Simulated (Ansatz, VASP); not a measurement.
SiC53: VASP beside Ansatz

```
Si C
1.0
    -5.35721   -5.35721    0.00000
    -5.35721    0.00000   -5.35721
     0.00000   -5.35721   -5.35721
Si C
1 53
Direct
  0.33333 0.66667 0.66667
  0.99704 0.66561 0.66561
  0.67174 0.66561 0.66561
  0.33227 0.33038 0.66561
  0.99985 0.33318 0.66713
  0.67174 0.33038 0.66561
  0.33227 0.00508 0.66561
  0.99704 0.00508 0.66561
  0.66678 0.00011 0.66634
  0.33227 0.66561 0.33038
  0.99985 0.66713 0.33318
  0.67174 0.66561 0.33038
  0.33380 0.33318 0.33318
  0.99985 0.33318 0.33318
  0.66691 0.33309 0.33309
  0.33227 0.00508 0.33038
  0.99975 0.00025 0.33309
  0.66691 0.00025 0.33309
  0.33227 0.66561 0.00508
  0.99704 0.66561 0.00508
  0.66678 0.66634 0.00011
  0.33227 0.33038 0.00508
  0.99975 0.33309 0.00025
  0.66691 0.33309 0.00025
  0.33301 0.00011 0.00011
  0.99975 0.00025 0.00025
  0.66678 0.00011 0.00011
  0.61082 0.57417 0.57417
  0.24084 0.57417 0.57417
  0.91595 0.58405 0.58405
  0.58371 0.24989 0.58268
  0.25072 0.24928 0.58405
  0.91595 0.24928 0.58405
  0.58371 0.91705 0.58268
  0.24084 0.94416 0.57417
  0.91656 0.91705 0.58268
  0.58371 0.58268 0.24989
  0.25072 0.58405 0.24928
  0.91595 0.58405 0.24928
  0.58351 0.24994 0.24994
  0.25072 0.24928 0.24928
  0.91661 0.24994 0.24994
  0.58371 0.91705 0.24989
  0.24935 0.91705 0.24989
  0.91661 0.91685 0.24994
  0.58371 0.58268 0.91705
  0.24084 0.57417 0.94416
  0.91656 0.58268 0.91705
  0.58371 0.24989 0.91705
  0.24935 0.24989 0.91705
  0.91661 0.24994 0.91685
  0.58333 0.91667 0.91667
  0.24935 0.91705 0.91705
  0.91656 0.91705 0.91705
```

Alike in both runs: functional PBE; k mesh 2 × 2 × 2; occupations gaussian, width 0.01 eV; no spin polarisation.

Ansatz relaxed the structure, and its values are those at the end. VASP's run is a single point on that final structure, the one shown.

|  | VASP | Ansatz |
| --- | --- | --- |
| version | VASP 6.6.1 | Ansatz 0.2.0 |
| potentials or method | VASP PAW PBE potentials, release 64 (Si, C), cutoff 520 eV | scalar-relativistic, plane waves, PAW |
| valence electrons in the cell | 216 | 216 |

|  | VASP | Ansatz | Ansatz less VASP |
| --- | --- | --- | --- |
| gap on the k mesh at the Fermi level (eV) | 3.83 | 3.84 | +0.008 |
| least direct gap on the mesh (eV) | 3.83 | 3.84 | +0.008 |
| rms of the force components (eV/Å) | 0.009 | 0.004 | -0.0048 |

The k mesh is coarse, so the values compare programs but aren't converged.
